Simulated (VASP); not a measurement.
# LiF (Fm-3m) in VASP: a series of runs

Runs on LiF. Level: PBE. Tasks: single point.

All numbers are computed with VASP 6.6.1; they aren't measurements. Logs are shortened: lines on timing, memory, paths and dates and some standing lists are left out, and cuts for length are marked.

## Step 1: The cell of the first run

It takes space group Fm-3m (No. 225, cubic). Conventional cell: a = 3.985 Å, b = 3.985 Å, c = 3.985 Å, α = 90.00°, β = 90.00°, γ = 90.00°. Li (site symmetry m-3m) has 6 F at 1.99 Å within 2.6 Å. Within 2.6 Å of F (site symmetry m-3m) lie 6 Li at 1.99 Å.

## Step 2: Single point, PBE (volume scaled by 0.94)

Input file INCAR:

```
SYSTEM = LiF
ALGO = Normal ; EDIFF = 1E-6
ENCUT = 520 ; GGA = PE
ISIF = 2 ; ISMEAR = 0
LASPH = .TRUE. ; LCHARG = .TRUE.
LELF = .TRUE. ; LREAL = .FALSE.
LVHAR = .TRUE. ; LWAVE = .FALSE.
NBANDS = 12 ; NELM = 80
PREC = Accurate ; SIGMA = 0.02
```

Input file KPOINTS:

```
k-points
0
G
  10 10 10
  0 0 0
```

Input file POSCAR:

```
LiF
1.0
    0.0000000000      1.9924760102      1.9924760102
    1.9924760102      0.0000000000      1.9924760102
    1.9924760102      1.9924760102      0.0000000000
Li F
1 1
Direct
    0.5000000000      0.5000000000      0.5000000000
    0.0000000000      0.0000000000      0.0000000000
```

Potentials or basis: VASP PAW PBE potentials, release 64 (Li_sv, F).

Command:

```bash
$ cat potpaw_PBE.64/Li_sv/POTCAR potpaw_PBE.64/F/POTCAR > POTCAR
$ mpirun -np 1 vasp_std > vasp.out
```

OUTCAR:

```text
SYSTEM = LiF
   EDIFF = 1E-6
   ENCUT = 520
   GGA = PE
   ISIF = 2
   ISMEAR = 0
   LASPH = .TRUE.
   LREAL = .FALSE.
   NELM = 80
   PREC = Accurate

 ion  position               nearest neighbor table
   1  0.500  0.500  0.500-   2 1.99   2 1.99   2 1.99   2 1.99   2 1.99   2 1.99
   2  0.000  0.000  0.000-   1 1.99   1 1.99   1 1.99   1 1.99   1 1.99   1 1.99

  LATTYP: Found a face centered cubic cell.
 ALAT       =     3.9849520204

  Lattice vectors:

 A1 = (   0.0000000000,   1.9924760102,   1.9924760102)
 A2 = (   1.9924760102,   0.0000000000,   1.9924760102)
 A3 = (   1.9924760102,   1.9924760102,   0.0000000000)

Analysis of symmetry for initial positions (statically):
=====================================================================
 Subroutine PRICEL returns:
 Original cell was already a primitive cell.

 Routine SETGRP: Setting up the symmetry group for a
 face centered cubic supercell.

 Subroutine GETGRP returns: Found 48 space group operations
 (whereof 48 operations were pure point group operations)
 out of a pool of 48 trial point group operations.

The static configuration has the point symmetry O_h .

Analysis of symmetry for dynamics (positions and initial velocities):
=====================================================================
 Subroutine PRICEL returns:
 Original cell was already a primitive cell.

 Routine SETGRP: Setting up the symmetry group for a
 face centered cubic supercell.

 Subroutine GETGRP returns: Found 48 space group operations
 (whereof 48 operations were pure point group operations)
 out of a pool of 48 trial point group operations.

The dynamic configuration has the point symmetry O_h .

 Subroutine INISYM returns: Found 48 space group operations
 (whereof 48 operations are pure point group operations),
 and found     1 'primitive' translations

----------------------------------------------------------------------------------------

                                     Primitive cell

  volume of cell :      15.8201

  direct lattice vectors                    reciprocal lattice vectors
     0.000000000  1.992476010  1.992476010    -0.250944050  0.250944050  0.250944050
     1.992476010  0.000000000  1.992476010     0.250944050 -0.250944050  0.250944050
     1.992476010  1.992476010  0.000000000     0.250944050  0.250944050 -0.250944050

  length of vectors
     2.817786596  2.817786596  2.817786596     0.434647845  0.434647845  0.434647845

  position of ions in fractional coordinates (direct lattice)
     0.500000000  0.500000000  0.500000000
     0.000000000  0.000000000  0.000000000

  ion indices of the primitive-cell ions
   primitive index   ion index
                 1           1
                 2           2

----------------------------------------------------------------------------------------

 KPOINTS: k-points

Automatic generation of k-mesh.
 Grid dimensions read from file:
 generate k-points for:   10   10   10

 Generating k-lattice:

  Cartesian coordinates                     Fractional coordinates (reciprocal lattice)
    -0.025094405  0.025094405  0.025094405     0.100000000  0.000000000  0.000000000
     0.025094405 -0.025094405  0.025094405     0.000000000  0.100000000  0.000000000
     0.025094405  0.025094405 -0.025094405     0.000000000  0.000000000  0.100000000

  Length of vectors
     0.043464784  0.043464784  0.043464784

  Shift w.r.t. Gamma in fractional coordinates (k-lattice)
     0.000000000  0.000000000  0.000000000

 Subroutine IBZKPT returns following result:
 ===========================================

 Found     47 irreducible k-points:

 Following reciprocal coordinates:
            Coordinates               Weight
  0.000000  0.000000  0.000000      1.000000
  0.100000  0.000000  0.000000      8.000000
  0.200000  0.000000  0.000000      8.000000
  0.300000  0.000000  0.000000      8.000000
  0.400000  0.000000  0.000000      8.000000
  0.500000  0.000000  0.000000      4.000000
[... 16 lines left out ...]
  0.300000  0.300000  0.000000      6.000000
  0.400000  0.300000  0.000000     24.000000
 [... further k-points ...]
   k-points           NKPTS =     47   k-points in BZ     NKDIM =     47   number of bands    NBANDS=     12
   number of dos      NEDOS =    301   number of ions     NIONS =      2
   total plane-waves  NPLWV =  13824
   dimension x,y,z NGX =    24 NGY =   24 NGZ =   24
   dimension x,y,z NGXF=    48 NGYF=   48 NGZF=   48
   ions per type =               1   1
   NGX,Y,Z   is equivalent  to a cutoff of  14.16, 14.16, 14.16 a.u.
   NGXF,Y,Z  is equivalent  to a cutoff of  28.32, 28.32, 28.32 a.u.
 SYSTEM =  LiF
   PREC   = accura    normal or accurate (medium, high low for compatibility)
   ISTART =      0    job   : 0-new  1-cont  2-samecut
   ICHARG =      2    charge: 1-file 2-atom 10-const
   ISPIN  =      1    spin polarized calculation?
   LNONCOLLINEAR =      F non collinear calculations
   LSORBIT =      F    spin-orbit coupling
   LASPH  =      T    aspherical Exc in radial PAW
   ENCUT  =  520.0 eV  38.22 Ry    6.18 a.u.   5.24  5.24  5.24*2*pi/ulx,y,z
   NELM   =     80;   NELMIN=  2; NELMDL= -5     # of ELM steps
   EDIFF  = 0.1E-05   stopping-criterion for ELM
   LREAL  =      F    real-space projection
   EDIFFG = 0.1E-04   stopping-criterion for IOM
   NSW    =      0    number of steps for IOM
   IBRION =     -1    ionic relax: 0-MD 1-quasi-New 2-CG
   NFREE  =      0    steps in history (QN), initial steepest desc. (CG)
   ISIF   =      2    stress and relaxation
   ISYM   =      2    0-nonsym 1-usesym 2-fastsym
   POTIM  = 0.5000    time-step for ionic-motion
   TEBEG  =    0.0;   TEEND  =   0.0 temperature during run
   PSTRESS=    0.0 pullay stress
   NELECT =      10.0000    total number of electrons
   NUPDOWN=      -1.0000    fix difference up-down
   EMIN   =  10.00;   EMAX   =-10.00  energy-range for DOS
   EFERMI =   0.00;   METHOD = LEGACY
   ISMEAR =     0;   SIGMA  =   0.02  broadening in eV -4-tet -1-fermi 0-gaus
   EFERMI_NEDOS =   21; number of points for ismear=-14 and -15
   IALGO  =     38    algorithm
   IMIX   =      4    mixing-type and parameters
     AMIX     =   0.40;   BMIX     =  1.00
     AMIX_MAG =   1.60;   BMIX_MAG =  1.00
  volume/ion in A,a.u.               =       7.91        53.38
  Fermi-wavevector in a.u.,A,eV,Ry     =   1.404985  2.655037 26.857673  1.973983
  Thomas-Fermi vector in A             =   2.527492
   LORBIT       =      0    0 simple, 1 ext, 2 COOP (PROOUT), +10 PAW based schemes
   GGA     = PE    functional components
   LHFCALC =     F    Hartree Fock is set to
   AEXX    =    0.0000 exact exchange contribution
   IVDW    =     0    specifies the selected vdW correction
   LEPSILON=     F    determine dielectric tensor
   LRPA    =     F    only Hartree local field effects (RPA)
 non-spin polarized calculation
 Gauss-broadening in eV      SIGMA  =   0.02
  energy-cutoff  :      520.00
  volume of cell :       15.82
 maximum number of plane-waves:       444
 NGX is ok and might be reduce to    24
   NGX = 11   NGY = 11   NGZ = 11

 number of electron      10.0000000 magnetization

 number of electron       9.9999997 magnetization

 Free energy of the ion-electron system (eV)
  ---------------------------------------------------
  ext. energy  EPLUGINS =         0.00000000
  ---------------------------------------------------
  free energy    TOTEN  =        -9.62636724 eV

  energy without entropy =       -9.62636724  energy(sigma->0) =       -9.62636724

 E-fermi :  -0.5876     XC(G=0): -10.1406

 val. band max:       -0.8192783905   @ k =   0.0000   0.0000   0.0000
 cond. band min:       8.5655354550   @ k =   0.0000   0.0000   0.0000
 fundamental gap:      9.3848138456
 Fermi energy:        -0.5875989767

 k-point     1 :       0.0000    0.0000    0.0000
  band No.  band energies     occupation
      1     -41.6703      2.00000
      2     -20.8834      2.00000
      3      -0.8193      2.00000
      4      -0.8193      2.00000
      5      -0.8193      2.00000
      6       8.5655      0.00000
      7      23.5777      0.00000
      8      23.5777      0.00000
      9      23.5777      0.00000
     10      23.8243      0.00000
     11      23.8243      0.00000
     12      23.8243      0.00000

 k-point     2 :       0.1000    0.0000    0.0000
  band No.  band energies     occupation
      1     -41.6639      2.00000
      2     -20.8429      2.00000
      3      -1.1167      2.00000
      4      -0.8434      2.00000
      5      -0.8434      2.00000
      6       8.8543      0.00000
      7      20.7732      0.00000
      8      22.2561      0.00000
      9      22.2561      0.00000
     10      24.9160      0.00000
     11      24.9160      0.00000
     12      25.0118      0.00000

 k-point     3 :       0.2000    0.0000    0.0000
  band No.  band energies     occupation
      1     -41.6472      2.00000
      2     -20.7332      2.00000
      3      -1.8311      2.00000
      4      -0.9052      2.00000
      5      -0.9052      2.00000
      6       9.4923      0.00000
      7      18.2818      0.00000
      8      20.7234      0.00000
      9      20.7234      0.00000
     10      26.0176      0.00000
     11      26.2874      0.00000
     12      26.2875      0.00000

 k-point     4 :       0.3000    0.0000    0.0000
  band No.  band energies     occupation
      1     -41.6264      2.00000
      2     -20.5915      2.00000
      3      -2.6244      2.00000
      4      -0.9790      2.00000
      5      -0.9790      2.00000
      6      10.0036      0.00000
      7      16.8316      0.00000
      8      19.4436      0.00000
      9      19.4436      0.00000
     10      27.4170      0.00000
     11      28.0274      0.00000
     12      28.0274      0.00000

 k-point     5 :       0.4000    0.0000    0.0000
  band No.  band energies     occupation
      1     -41.6096      2.00000
      2     -20.4718      2.00000
      3      -3.2168      2.00000
      4      -1.0367      2.00000
      5      -1.0367      2.00000
      6      10.1416      0.00000
      7      16.3551      0.00000
      8      18.6181      0.00000
      9      18.6181      0.00000
     10      29.0496      0.00000
     11      29.8507      0.00000
     12      29.8507      0.00000
[... 228 lines left out ...]
      1     -41.6044      2.00000
      2     -20.3993      2.00000
      3      -2.8977      2.00000
      4      -2.0264      2.00000
      5      -1.0744      2.00000
      6      11.3567      0.00000
      7      15.3444      0.00000
      8      18.8750      0.00000
      9      18.9838      0.00000
     10      28.5797      0.00000
     11      28.7110      0.00000
     12      29.1512      0.00000

 k-point    22 :      -0.2000    0.2000    0.0000
  band No.  band energies     occupation
      1     -41.6198      2.00000
      2     -20.5278      2.00000
      3      -2.4785      2.00000
      4      -1.7280      2.00000
      5      -0.9341      2.00000
      6      10.7236      0.00000
      7      16.1015      0.00000
      8      19.3662      0.00000
      9      19.4511      0.00000
     10      26.8296      0.00000
     11      27.2707      0.00000
     12      29.8689      0.00000

 k-point    23 :       0.3000    0.3000    0.0000
  band No.  band energies     occupation
      1     -41.6140      2.00000
      2     -20.4403      2.00000
      3      -2.7986      2.00000
      4      -1.5141      2.00000
      5      -1.5141      2.00000
      6      11.7496      0.00000
      7      17.2960      0.00000
      8      18.5581      0.00000
      9      19.9548      0.00000
     10      19.9548      0.00000
     11      34.3019      0.00000
     12      34.4293      0.00000

 k-point    24 :       0.4000    0.3000    0.0000
  band No.  band energies     occupation
      1     -41.6016      2.00000
      2     -20.3221      2.00000
      3      -3.2366      2.00000
      4      -1.7340      2.00000
      5      -1.6170      2.00000
      6      12.5673      0.00000
      7      16.1710      0.00000
      8      18.0657      0.00000
      9      19.7027      0.00000
     10      20.7717      0.00000
     11      33.8450      0.00000
     12      34.6697      0.00000

 [... further k-points ...]
[... 5 lines left out ...]
  --------------------------------------------------------------------------------------
  -------------------------------------------------------------------------------------
  Total        0.4212404      0.4212404      0.4212404      0.0000000      0.0000000     -0.0000000
  in kB       42.6610272     42.6610272     42.6610272      0.0000000      0.0000000     -0.0000000
  external PRESSURE =      42.6610272 kB  Pullay stress =       0.0000000 kB

 VOLUME and BASIS-vectors are now :
 -----------------------------------------------------------------------------
  energy-cutoff  :      520.00
  volume of cell :       15.82
      direct lattice vectors                 reciprocal lattice vectors
     0.000000000  1.992476010  1.992476010    -0.250944050  0.250944050  0.250944050
     1.992476010  0.000000000  1.992476010     0.250944050 -0.250944050  0.250944050
     1.992476010  1.992476010  0.000000000     0.250944050  0.250944050 -0.250944050

 POSITION                                       TOTAL-FORCE (eV/Angst)
 -----------------------------------------------------------------------------------
      1.99248      1.99248      1.99248         0.000000      0.000000      0.000000
      0.00000      0.00000      0.00000        -0.000000     -0.000000      0.000000
 -----------------------------------------------------------------------------------
    total drift:                                0.000000     -0.000000     -0.000000

  FREE ENERGIE OF THE ION-ELECTRON SYSTEM (eV)
  ---------------------------------------------------
  free  energy   TOTEN  =        -9.6263672447 eV

  energy  without entropy=       -9.6263672447  energy(sigma->0) =       -9.62636724
```

Wall time 4.4 s (1 thread of Intel Xeon 6975P-C (Granite Rapids), shared host); peak memory 0.12 GiB.

What came out:

```yaml
Free_energy: -9.6264 eV
Band_gap_on_the_k_mesh: 9.38 eV, direct
```

Caveat: the cell differs from its parent crystal (volume scaled by 0.94); the cutoff is under 1.25 times the usual one of these potentials, so pressure, stress and relaxed cells hold a basis-set (Pulay) error. A k mesh can miss the band edges.

## Step 3: Single point, PBE (volume scaled by 0.91)

Input file INCAR:

```
PREC = Accurate
ENCUT = 520
EDIFF = 1E-6
ISMEAR = 0
SIGMA = 0.02
LREAL = F
LASPH = T
NELM = 100
ALGO = Normal
ISIF = 2
LWAVE = F
LCHARG = T
GGA = PE
LELF = T
LVHAR = T
NBANDS = 12
```

Input file KPOINTS:

```
regular mesh
0
Gamma
  10 10 10
```

Input file POSCAR:

```
LiF
1.0
    0.0000000000      1.9710498764      1.9710498764
    1.9710498764      0.0000000000      1.9710498764
    1.9710498764      1.9710498764      0.0000000000
Li F
1 1
Direct
    0.5000000000      0.5000000000      0.5000000000
    0.0000000000      0.0000000000      0.0000000000
```

Potentials or basis: VASP PAW PBE potentials, release 64 (Li_sv, F).

Command:

```bash
$ cat potpaw_PBE.64/Li_sv/POTCAR potpaw_PBE.64/F/POTCAR > POTCAR
$ mpirun -np 1 vasp_std > vasp.out
```

Wall time 4.1 s (1 thread of Intel Xeon 6975P-C (Granite Rapids), shared host); peak memory 0.13 GiB.

Results (log left out):

```yaml
Free_energy: -9.6066 eV
Band_gap_on_the_k_mesh: 9.69 eV, direct
```

Levels at points of the mesh, in eV from the valence-band top:
| k point | band 1 | band 2 | band 3 | band 4 | band 5 | band 6 | band 7 | band 8 | band 9 | band 10 |
| --- | --- | --- | --- | --- | --- | --- | --- | --- | --- | --- |
| (0.00, 0.00, 0.00) | -40.79 | -20.16 | 0.00 | 0.00 | 0.00 | 9.69 | 24.83 | 24.83 | 24.83 | 24.97 |
| (0.50, 0.00, 0.00) | -40.71 | -19.68 | -2.72 | -0.25 | -0.25 | 11.12 | 17.53 | 19.41 | 19.41 | 31.56 |
| (0.50, 0.50, 0.00) | -40.69 | -19.36 | -3.29 | -1.10 | -1.10 | 15.44 | 16.78 | 18.26 | 21.02 | 21.02 |

Caveat: the cell differs from its parent crystal (volume scaled by 0.91); the cutoff is under 1.25 times the usual one of these potentials, so pressure, stress and relaxed cells hold a basis-set (Pulay) error. A k mesh can miss the band edges.

## Step 4: Single point, PBE

This run uses another cell than the first one, of 8.41 Å³/atom, 1.064 times its volume.

Input file INCAR:

```
ALGO     = Normal         # electronic algorithm
EDIFF    = 1E-7           # SCF threshold, eV
ENCUT    = 520            # plane-wave cutoff, eV
GGA      = PE             # functional
ISIF     = 2              # what is computed and relaxed
ISMEAR   = 0              # smearing method
LASPH    = T              # aspherical terms in the spheres
LCHARG   = T              # write CHGCAR
LELF     = T              # ELF
LREAL    = F              # projectors in reciprocal space
LVHAR    = T            
LWAVE    = F              # write WAVECAR
NBANDS   = 12             # bands
NELM     = 60             # most SCF steps
PREC     = Accurate       # precision mode
SIGMA    = 0.02           # smearing width, eV
```

Input file KPOINTS:

```
k-points
0
Gamma
  10 10 10
```

Input file POSCAR:

```
LiF
1.0
    0.0000000000      2.0339978206      2.0339978206
    2.0339978206      0.0000000000      2.0339978206
    2.0339978206      2.0339978206      0.0000000000
Li F
1 1
Direct
    0.5000000000      0.5000000000      0.5000000000
    0.0000000000      0.0000000000      0.0000000000
```

Command:

```bash
$ cat potpaw_PBE.64/Li_sv/POTCAR potpaw_PBE.64/F/POTCAR > POTCAR
$ mpirun -np 1 vasp_std > vasp.out
```

It took 4.4 s on 1 thread of Intel Xeon 6975P-C (Granite Rapids), shared host; peak memory 0.12 GiB.

Results (log left out):

```
Free energy            : -9.6409 eV
Band gap on the k mesh : 8.83 eV, direct
```

Levels at points of the mesh, in eV from the valence-band top:
| k point | band 1 | band 2 | band 3 | band 4 | band 5 | band 6 | band 7 | band 8 | band 9 | band 10 |
| --- | --- | --- | --- | --- | --- | --- | --- | --- | --- | --- |
| (0.00, 0.00, 0.00) | -40.99 | -19.89 | 0.00 | 0.00 | 0.00 | 8.83 | 23.58 | 23.58 | 23.58 | 24.03 |
| (0.50, 0.00, 0.00) | -40.94 | -19.48 | -2.43 | -0.22 | -0.22 | 10.62 | 16.39 | 18.66 | 18.66 | 29.83 |
| (0.50, 0.50, 0.00) | -40.92 | -19.24 | -2.88 | -0.95 | -0.95 | 14.53 | 16.33 | 17.09 | 19.89 | 19.89 |

Caveat: the cutoff is under 1.25 times the usual one of these potentials, so pressure, stress and relaxed cells hold a basis-set (Pulay) error. A k mesh can miss the band edges.

(Part 1 of 2 ends here.)
